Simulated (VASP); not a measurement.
Wanted: the native input for a VASP 6.6.1 run.

- Task: single point
- Functional: LDA
- Potentials or basis: VASP PAW LDA potentials, release 64 (Si, O, N)
- Cutoff: 520 eV
- k mesh: 1 × 1 × 1
- Occupations: gaussian, width 0.05 eV
- Spin: collinear spin, zero start
- Starting moments: [0.0, 0.0, 0.0, 0.0, 0.0, 0.0, 0.0, 0.0, 0.0, 0.0, 0.0, 0.0, 0.0, 0.0, 0.0, 0.0, 0.0, 0.0, 0.0, 0.0, 0.0, 0.0, 0.0] μB
- Dipole correction: no
- Further INCAR settings: ALGO = Normal; EDIFF = 1e-06; NBANDS = 82

The structure of Si8NO14 (a cell with a defect) lies in POSCAR:

```
Si8NO14
1.0
   -4.1693000000     -4.1693000000      0.0000000000
    4.1693000000     -4.1693000000      0.0000000000
    0.0000000000      0.0000000000      5.3304000000
Si O N
8 14 1
Direct
    0.4997650685      0.4995007555      0.0030470509
   -0.0002343319      0.4995047130      0.2507686102
    0.4997645888      0.4994990766      0.4984897944
   -0.0002363706      0.4996046099      0.7507686102
   -0.0002334924     -0.0004925287      0.0323285307
    0.4997642290     -0.0005058403      0.2507684226
   -0.0002366105     -0.0004846137      0.4692088774
    0.4997649486     -0.0004957667      0.7507684226
    0.1934968700      0.4995067517      0.0040826204
   -0.0002376898      0.2003355479      0.2507650458
    0.8060317080      0.4995087904      0.0040835585
   -0.0002345718      0.7986808337      0.2507721747
    0.1934968700      0.4995024345      0.4974542248
    0.8060314681      0.4995049529      0.4974532868
    0.6895206629     -0.0004990046      0.0125562810
    0.4997621903      0.6908084091      0.2507695483
    0.3100070755     -0.0004966061      0.0125560934
    0.4997644689      0.3081987384      0.2507672970
    0.6895209028     -0.0004946874      0.4889801891
    0.4997636294      0.6932119301      0.7507674846
    0.3100076751     -0.0004931283      0.4889809395
    0.4997656681      0.3057944979      0.7507693606
   -0.0002367304      0.9995063920      0.7507689854
```

One way to write it, as run:

INCAR

```
ALGO = Normal
EDIFF = 1E-6
ENCUT = 520
GGA = CA
GGA_COMPAT = False
ISIF = 2
ISMEAR = 0
ISPIN = 2
LASPH = True
LCHARG = False
LORBIT = 11
LREAL = False
LWAVE = False
MAGMOM = 0 0 0 0 0 0 0 0 0 0 0 0 0 0 0 0 0 0 0 0 0 0 0
NBANDS = 82
NELM = 200
PREC = Accurate
SIGMA = 0.05
```

KPOINTS

```
k-points
0
Gamma
  1 1 1
```

Potentials or basis: VASP PAW LDA potentials, release 64 (Si, O, N).

The run is started by

```console
$ cat potpaw_LDA.64/Si/POTCAR potpaw_LDA.64/O/POTCAR potpaw_LDA.64/N/POTCAR > POTCAR
$ mpirun -np 1 vasp_gam > vasp.out
```

Results of the run:

| Quantity | Value |
| --- | --- |
| Pressure | 17.6 GPa |
| Largest force | 0.131 eV/Å |
| Band gap on the k mesh | 0.68 eV |
| Net moment | 1.00 μB per cell |
| Site moments | Si +0.00, +0.22; O +0.06, +0.01, +0.00; N +0.01 μB |
| Valence electrons inside the program's atomic spheres | Si 1.50, 1.53, 1.48, 1.77, 1.63, 1.43; O 5.22, 5.30, 5.24, 5.21; N 4.12 |

Caveat: the k points lie up to 1.18 Å⁻¹ apart.

Run time: 94 s on 1 thread of Intel Xeon 8259CL, on a shared host, peak memory 0.25 GiB.
